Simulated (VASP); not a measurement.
Write the native input for VASP 6.6.1 that does the following.

| Quantity | Value |
| --- | --- |
| Task | single point |
| Functional | LDA |
| Potentials or basis | VASP PAW LDA potentials, release 64 (Sn_d, Ge_d) |
| Cutoff | 520 eV |
| k mesh | 7 × 7 × 7 |
| Occupations | gaussian, width 0.03 eV |
| Spin | no spin polarisation |
| Dipole correction | no |
| Further INCAR settings | ALGO = Normal; EDIFF = 1e-06; NBANDS = 66 |

The structure of SnGe7 lies in POSCAR:

```
SnGe7
1.0
    5.7355743102      0.0000000000      0.0000000000
    0.0000000000      5.7355743102      0.0000000000
    0.0000000000      0.0000000000      5.7355743102
Sn Ge
1 7
Direct
    0.0000000000      0.0000000000      0.0000000000
    0.0000000000      0.5000000000      0.5000000000
    0.2584945071      0.2584945071      0.2584945071
    0.2584945071      0.7415054929      0.7415054929
    0.5000000000      0.0000000000      0.5000000000
    0.5000000000      0.5000000000      0.0000000000
    0.7415054929      0.2584945071      0.7415054929
    0.7415054929      0.7415054929      0.2584945071
```

One way to write it, as run:

INCAR

```
PREC = Accurate
ENCUT = 520
EDIFF = 1E-6
ISMEAR = 0
SIGMA = 0.03
LREAL = F
LASPH = T
NELM = 60
ALGO = Normal
ISIF = 2
LWAVE = F
LCHARG = F
GGA = CA
NBANDS = 66
```

KPOINTS

```
regular mesh
0
Gamma
  7 7 7
```

Potentials or basis: VASP PAW LDA potentials, release 64 (Sn_d, Ge_d).

Launch:

```sh
$ cat potpaw_LDA.64/Sn_d/POTCAR potpaw_LDA.64/Ge_d/POTCAR > POTCAR
$ mpirun -np 1 vasp_std > vasp.out
```

Results of the run:

The pressure is 0.2 GPa and the band gap on the k mesh is zero (band 56 reaches 5.08 eV, above the bottom of band 57 at 5.03 eV).

Caveat: spin-orbit coupling is left out, which moves the levels of the heavy elements.

It took 4.9 min on 1 thread of Intel Xeon 6975P-C, on a shared host, peak memory 0.36 GiB.
